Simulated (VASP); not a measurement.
# PbSe (Fm-3m) in VASP: further runs, part 2 of 2

VASP 6.6.1. The steps go on from the part before.

## 3. Single point, PBE, non-collinear spin, zero start, spin-orbit coupling

This run uses another cell than the first one, of 29.91 Å³/atom, 0.935 times its volume.

Contents of INCAR:

```
SYSTEM = PbSe
  PREC = Accurate
  ENCUT = 520
  EDIFF = 1E-6
  ISMEAR = 0
  SIGMA = 0.05
  LREAL = .FALSE.
  LASPH = .TRUE.
  NELM = 150
  ALGO = Normal
  ISIF = 2
  LWAVE = .FALSE.
  LCHARG = .FALSE.
  LNONCOLLINEAR = .TRUE.
  MAGMOM = 0 0 0 0 0 0
  LORBIT = 11
  LSORBIT = .TRUE.
  GGA_COMPAT = .FALSE.
  LORBMOM = .TRUE.
  GGA = PE
  NBANDS = 32
```

Contents of KPOINTS:

```
Automatic mesh
0
G
  10 10 10
  0 0 0
```

Contents of POSCAR:

```
PbSe
1.0
    0.0000000000      3.1039764788      3.1039764788
    3.1039764788      0.0000000000      3.1039764788
    3.1039764788      3.1039764788      0.0000000000
Pb Se
1 1
Direct
    0.5000000000      0.5000000000      0.5000000000
    0.0000000000      0.0000000000      0.0000000000
```

Potentials or basis: VASP PAW PBE potentials, release 64 (Pb_d, Se).

Command:

```bash
$ cat potpaw_PBE.64/Pb_d/POTCAR potpaw_PBE.64/Se/POTCAR > POTCAR
$ mpirun -np 1 vasp_ncl > vasp.out
```

OUTCAR:

```text
SYSTEM = PbSe
   PREC = Accurate
   ENCUT = 520
   EDIFF = 1E-6
   ISMEAR = 0
   LREAL = .FALSE.
   LASPH = .TRUE.
   NELM = 150
   ISIF = 2
   LNONCOLLINEAR = .TRUE.
   LORBIT = 11
   LSORBIT = .TRUE.
   GGA = PE

 ion  position               nearest neighbor table
   1  0.500  0.500  0.500-   2 3.10   2 3.10   2 3.10   2 3.10   2 3.10   2 3.10
   2  0.000  0.000  0.000-   1 3.10   1 3.10   1 3.10   1 3.10   1 3.10   1 3.10

  LATTYP: Found a face centered cubic cell.
 ALAT       =     6.2079529576

  Lattice vectors:

 A1 = (   0.0000000000,   3.1039764788,   3.1039764788)
 A2 = (   3.1039764788,   0.0000000000,   3.1039764788)
 A3 = (   3.1039764788,   3.1039764788,   0.0000000000)

Analysis of symmetry for initial positions (statically):
=====================================================================
 Subroutine PRICEL returns:
 Original cell was already a primitive cell.

 Routine SETGRP: Setting up the symmetry group for a
 face centered cubic supercell.

 Subroutine GETGRP returns: Found 48 space group operations
 (whereof 48 operations were pure point group operations)
 out of a pool of 48 trial point group operations.

The static configuration has the point symmetry O_h .
[... 1103 lines left out ...]
     0.0000000     0.0000000     0.0000000     0.0000000     0.0000000     0.0000000     0.0000000
     0.0000000     0.0000000     0.0000000     0.0000000     0.0000000     0.0000000     0.0000000
     0.0000000     0.0000000     0.0000000     0.0000000     0.0000000     0.0000000     0.0000000
     0.0000000     0.0000000     0.0000000     0.0000000     0.0000000     0.0000000     0.0000000
     0.0000000     0.0000000     0.0000000     0.0000000     0.0000000     0.0000000     0.0000000

 Ion:    2  E_soc:     -0.0496578
 l=   1
     0.0000000    -0.0082903    -0.0082903
    -0.0082903     0.0000000    -0.0082903
    -0.0082903    -0.0082903     0.0000000
 l=   2
     0.0000000    -0.0000017     0.0000000    -0.0000017     0.0000156
    -0.0000017     0.0000000     0.0000117    -0.0000017     0.0000039
     0.0000000     0.0000117     0.0000000     0.0000117     0.0000000
    -0.0000017    -0.0000017     0.0000117     0.0000000     0.0000039
     0.0000156     0.0000039     0.0000000     0.0000039     0.0000000
 l=   3
     0.0000000     0.0000000     0.0000000     0.0000000     0.0000000     0.0000000     0.0000000
     0.0000000     0.0000000     0.0000000     0.0000000     0.0000000     0.0000000     0.0000000
     0.0000000     0.0000000     0.0000000     0.0000000     0.0000000     0.0000000     0.0000000
     0.0000000     0.0000000     0.0000000     0.0000000     0.0000000     0.0000000     0.0000000
     0.0000000     0.0000000     0.0000000     0.0000000     0.0000000     0.0000000     0.0000000
     0.0000000     0.0000000     0.0000000     0.0000000     0.0000000     0.0000000     0.0000000
     0.0000000     0.0000000     0.0000000     0.0000000     0.0000000     0.0000000     0.0000000

 total charge

# of ion       s       p       d       tot
------------------------------------------
    1        1.468   0.537   9.839  11.844
    2        1.469   2.310   0.015   3.794
--------------------------------------------------
tot          2.937   2.847   9.854  15.638

 magnetization (x)

# of ion       s       p       d       tot
------------------------------------------
    1        0.000   0.000  -0.000   0.000
    2        0.000  -0.000  -0.000  -0.000
--------------------------------------------------
tot          0.000   0.000  -0.000   0.000

 magnetization (y)

# of ion       s       p       d       tot
------------------------------------------
    1        0.000   0.000   0.000   0.000
    2       -0.000  -0.000   0.000  -0.000
--------------------------------------------------
tot         -0.000   0.000   0.000   0.000

 magnetization (z)

# of ion       s       p       d       tot
------------------------------------------
    1        0.000   0.000   0.000   0.000
    2        0.000   0.000   0.000   0.000
--------------------------------------------------
tot          0.000   0.000   0.000   0.000
```

OSZICAR:

```text
N       E                     dE             d eps       ncg     rms          rms(c)
DAV:   1     0.201846648341E+03    0.20185E+03   -0.91595E+03  3008   0.130E+03
DAV:   2     0.122144111743E+02   -0.18963E+03   -0.18114E+03  3072   0.364E+02
DAV:   3    -0.799033368333E+01   -0.20205E+02   -0.19617E+02  3936   0.133E+02
DAV:   4    -0.885298972595E+01   -0.86266E+00   -0.86122E+00  3576   0.291E+01
DAV:   5    -0.888606174092E+01   -0.33072E-01   -0.33070E-01  4280   0.604E+00    0.262E+00
DAV:   6    -0.861395752373E+01    0.27210E+00   -0.58231E-01  4272   0.610E+00    0.138E+00
DAV:   7    -0.861584092659E+01   -0.18834E-02   -0.12739E-01  3632   0.185E+00    0.877E-01
DAV:   8    -0.861898607590E+01   -0.31451E-02   -0.10544E-02  3728   0.117E+00    0.422E-01
DAV:   9    -0.861932166438E+01   -0.33559E-03   -0.10800E-03  3648   0.294E-01    0.179E-01
DAV:  10    -0.861906272723E+01    0.25894E-03   -0.12460E-03  4264   0.364E-01    0.425E-02
DAV:  11    -0.861913241655E+01   -0.69689E-04   -0.21849E-04  3640   0.101E-01    0.896E-03
DAV:  12    -0.861913651588E+01   -0.40993E-05   -0.13399E-05  3728   0.317E-02    0.491E-03
DAV:  13    -0.861913653288E+01   -0.16998E-07   -0.11812E-06  3104   0.886E-03
   1 F= -.86191365E+01 E0= -.86190344E+01  d E =-.204358E-03  mag=    -0.0000     0.0000    -0.0000
```

It took 5.1 min on 1 thread of Oxide Virtual Turin-like, shared host; peak memory 0.42 GiB.

Results:

```
Free energy                                           : -8.6191 eV
Pressure                                              : 0.1 GPa
Net moment                                            : 0.00 μB per cell
Valence electrons inside the program's atomic spheres : Pb 11.84; Se 3.79
```

Moments on the atoms (μB; x, y, z):
```
Pb  0.00 0.00 0.00
Se  0.00 0.00 0.00
```

## 4. Single point, PBE, non-collinear spin, zero start, spin-orbit coupling

This run uses another cell than the first one, of 30.03 Å³/atom, 0.938 times its volume.

Contents of INCAR:

```
  PREC = Accurate
  ENCUT = 520
  EDIFF = 1E-6
  ISMEAR = 0
  SIGMA = 0.05
  LREAL = False
  LASPH = True
  NELM = 150
  ALGO = Normal
  ISIF = 2
  LWAVE = False
  LCHARG = False
  MAGMOM = 0 0 0 0 0 0
  LORBIT = 11
  LSORBIT = True
  GGA_COMPAT = False
  LORBMOM = True
  GGA = PE
  NBANDS = 32
```

Contents of KPOINTS:

```
regular mesh
0
Gamma
  10 10 10
```

Contents of POSCAR:

```
PbSe
1.0
    0.0000000000      3.1081261849      3.1081261849
    3.1081261849      0.0000000000      3.1081261849
    3.1081261849      3.1081261849      0.0000000000
Pb Se
1 1
Direct
    0.5000000000      0.5000000000      0.5000000000
    0.0000000000      0.0000000000      0.0000000000
```

Command:

```bash
$ cat potpaw_PBE.64/Pb_d/POTCAR potpaw_PBE.64/Se/POTCAR > POTCAR
$ mpirun -np 1 vasp_ncl > vasp.out
```

Run time: 6.3 min. Hardware: 1 thread of Oxide Virtual Turin-like, shared host; peak memory 0.42 GiB.

Results (log left out):

| Quantity | Value |
| --- | --- |
| Free energy | -8.6192 eV |
| Pressure | -0.1 GPa |
| Net moment | 0.00 μB per cell |
| Valence electrons inside the program's atomic spheres | Pb 11.84; Se 3.79 |

Moments on the atoms (μB; x, y, z):
```
Pb  0.00 0.00 0.00
Se  0.00 0.00 0.00
```

## 5. Single point, PBE, non-collinear spin, zero start, spin-orbit coupling (volume scaled by 1.020)

Contents of INCAR:

```
SYSTEM = PbSe
PREC = Accurate
ENCUT = 520
EDIFF = 1E-6
ISMEAR = 0
SIGMA = 0.05
LREAL = .FALSE.
LASPH = .TRUE.
NELM = 150
ALGO = Normal
ISIF = 2
LWAVE = .FALSE.
LCHARG = .FALSE.
LNONCOLLINEAR = .TRUE.
MAGMOM = 0 0 0 0 0 0
LORBIT = 11
LSORBIT = .TRUE.
GGA_COMPAT = .FALSE.
LORBMOM = .TRUE.
GGA = PE
NBANDS = 32
```

Contents of KPOINTS:

```
Automatic mesh
0
G
  10 10 10
  0 0 0
```

Contents of POSCAR:

```
PbSe
1.0
    0.0000000000      3.1245332135      3.1245332135
    3.1245332135      0.0000000000      3.1245332135
    3.1245332135      3.1245332135      0.0000000000
Pb Se
1 1
Direct
    0.5000000000      0.5000000000      0.5000000000
    0.0000000000      0.0000000000      0.0000000000
```

Command:

```bash
$ cat potpaw_PBE.64/Pb_d/POTCAR potpaw_PBE.64/Se/POTCAR > POTCAR
$ mpirun -np 1 vasp_ncl > vasp.out
```

Wall time 4.7 min (1 thread of Oxide Virtual Turin-like, shared host); peak memory 0.42 GiB.

The run converged. Its results:

```
Free energy                                           : -8.6166 eV
Pressure                                              : -0.8 GPa
Net moment                                            : 0.00 μB per cell
Valence electrons inside the program's atomic spheres : Pb 11.83; Se 3.79
```

Moments on the atoms (μB; x, y, z):
```
Pb  0.00 0.00 0.00
Se  0.00 0.00 0.00
```

Caveat: the cell differs from its parent crystal (volume scaled by 1.020).

## 6. Overview

| cell | pressure (GPa) | moment (μB) |
| --- | --- | --- |
| a = 4.490 Å, angles 60.0°, 2 atoms | -2.6 | 0.00 |
| a = 4.390 Å, angles 60.0°, 2 atoms | 0.1 | 0.00 |
| a = 4.396 Å, angles 60.0°, 2 atoms | -0.1 | 0.00 |
| a = 4.419 Å, angles 60.0°, 2 atoms | -0.8 | 0.00 |

Alike in all rows: task single point; level PBE; potentials or basis VASP PAW PBE potentials, release 64 (Pb_d, Se); spin non-collinear, zero start, SOC; k mesh 10 × 10 × 10; cutoff (eV) 520; smearing gaussian 0.05 eV.

Total energies depend on the potentials used, so only differences within one code and one set of settings carry meaning.
